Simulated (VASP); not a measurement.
A run of VASP 6.6.1:

INCAR

```
  PREC = Accurate
  ENCUT = 600
  EDIFF = 1E-6
  ISMEAR = 0
  SIGMA = 0.1
  LREAL = False
  LASPH = True
  NELM = 120
  ALGO = Normal
  ISIF = 2
  LWAVE = False
  LCHARG = True
  GGA = PS
  IVDW = 12
  LELF = True
  LVHAR = True
  NBANDS = 11
  GGA_COMPAT = False
```

The input KPOINTS:

```
regular mesh
0
Gamma
  8 8 8
```

POSCAR

```
AlN
1.0
    0.0000000000      2.0080875652      2.0080875652
    2.0080875652      0.0000000000      2.0080875652
    2.0080875652      2.0080875652      0.0000000000
Al N
1 1
Direct
    0.5000000000      0.5000000000      0.5000000000
    0.0000000000      0.0000000000      0.0000000000
```

Potentials or basis: VASP PAW PBE potentials, release 64 (Al, N).

Launch:

```sh
$ cat potpaw_PBE.64/Al/POTCAR potpaw_PBE.64/N/POTCAR > POTCAR
$ mpirun -np 1 vasp_std > vasp.out
```

Hardware: 1 thread of Intel Xeon 6975P-C, with other jobs on the host.

Question: How long does it take, and how much memory?

Answer: Run time: 4.2 s on 1 thread of Intel Xeon 6975P-C, with other jobs on the host, peak memory 0.15 GiB. Counts: scf iterations 12, k points 29.
